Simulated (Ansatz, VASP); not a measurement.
# One calculation of Ca, two programs

Contents of INCAR:

```
PREC     = Accurate       # precision mode
ENCUT    = 520            # plane-wave cutoff, eV
EDIFF    = 1E-6           # SCF threshold, eV
ISMEAR   = -1             # smearing method
SIGMA    = 0.1            # smearing width, eV
LREAL    = False          # projectors in reciprocal space
LASPH    = True           # aspherical terms in the spheres
NELM     = 60             # most SCF steps
ALGO     = Normal         # electronic algorithm
ISIF     = 2              # what is computed and relaxed
LWAVE    = False          # write WAVECAR
LCHARG   = True           # write CHGCAR
GGA      = CA             # functional
LELF     = True           # ELF
LVHAR    = True         
NBANDS   = 17             # bands
```

The input KPOINTS:

```
regular mesh
0
Gamma
  10 10 6
```

The input POSCAR:

```
Ca
1.0
    3.7741995644      0.0000000000      0.0000000000
   -1.8870997822      3.2685527017      0.0000000000
    0.0000000000      0.0000000000      6.2203398874
Ca
2
Direct
    0.3333333333      0.6666666667      0.2500000000
    0.6666666667      0.3333333333      0.7500000000
```

Input for Ansatz:

```yaml
crystal:
  lattice:
    - [3.7741995644, 0.0, 0.0]
    - [-1.8870997822, 3.26855270172, 0.0]
    - [0.0, 0.0, 6.22033988742]
  atoms:
    - { symbol: Ca, position: [0.333333333333, 0.666666666667, 0.25] }
    - { symbol: Ca, position: [0.666666666667, 0.333333333333, 0.75] }
kpoints:
  mp_grid: { grid: [10, 10, 6] }
scf:
  occupations: { method: fermi_dirac, width: 0.1 }
hamiltonian:
  xc: lda
  pseudopotentials: { kind: paw }
output:
  forces: true
  stress: true
  eigenvalues: true
  eigenstates:
    nscf_kmesh: { grid: [16, 16, 8] }
    de_dk: true
    e_range: [-14, 14]
  optics:
    e_range: [0, 20]
    de: 0.2
    sigma: 0.1
    bands: { spectra_wanted_up_to: 20 }
    nscf_kmesh: { grid: [16, 16, 8] }
    drude_damping: 0.2
checkpoint:
  write: ck
  write_wavefunctions: false
```

Alike in both runs: task single point; functional LDA; k mesh 10 × 10 × 6; occupations fermi-dirac, width 0.1 eV; no spin polarisation.

|  | VASP | Ansatz |
| --- | --- | --- |
| version | VASP 6.6.1 | Ansatz 0.2.0 |
| potentials or method | VASP PAW LDA potentials, release 64 (Ca_sv) | PAW with Ansatz's default frozen-core files, scalar-relativistic |
| plane-wave cutoff (eV) | 520 | 420 |
| valence electrons in the cell | 20 | 20 |

```csv
,VASP,Ansatz,Ansatz less VASP
pressure (GPa),0.0,0.0,-0.01
```

LDA's correlation is that of Perdew and Zunger in VASP and of Perdew and Wang (1992) in Ansatz. Ansatz's warnings: optics on partly filled bands.
